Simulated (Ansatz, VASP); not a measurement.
Two plane-wave programs on BaHfO3

```
Ba Hf O
1.0
     4.15812    0.00000    0.00000
     0.00000    4.15812    0.00000
     0.00000    0.00000    4.15812
Ba Hf O
1 1 3
Direct
  0.00000 0.00000 0.00000
  0.50000 0.50000 0.50000
  0.50000 0.50000 0.00000
  0.00000 0.50000 0.50000
  0.50000 0.00000 0.50000
```

Alike in both runs: functional PBEsol; k mesh 6 × 6 × 6; occupations gaussian, width 0.02 eV; no spin polarisation.

Ansatz relaxed the structure, and its values are those at the end. VASP's run is a single point on that final structure, the one shown.

|  | VASP | Ansatz |
| --- | --- | --- |
| version | VASP 6.6.1 | Ansatz 0.2.0 |
| potentials or method | VASP PAW PBE potentials, release 64 (Ba_sv, Hf_pv, O), cutoff 600 eV | scalar-relativistic, plane waves, PAW |
| valence electrons in the cell | 38 | 54 |

Ansatz gave:

| Item | Value |
| --- | --- |
| gap on the k mesh at the Fermi level (eV) | 3.59 |
| least direct gap on the mesh (eV) | 3.67 |
| pressure (GPa) | 0.0 |

Q: Which values does VASP return?

A: gap on the k mesh at the Fermi level (eV): 3.50; least direct gap on the mesh (eV): 3.70; pressure (GPa): -0.6.

VASP's potentials were made for PBE, not for PBEsol, and Ansatz warns of the same on its side. With one functional, cell and mesh, what is left measures potentials, basis and numerics. VASP's potentials hold 38 valence electrons a cell and Ansatz's 54, so a difference there can come from the potentials and not from the codes.

Spin-orbit coupling is off throughout.
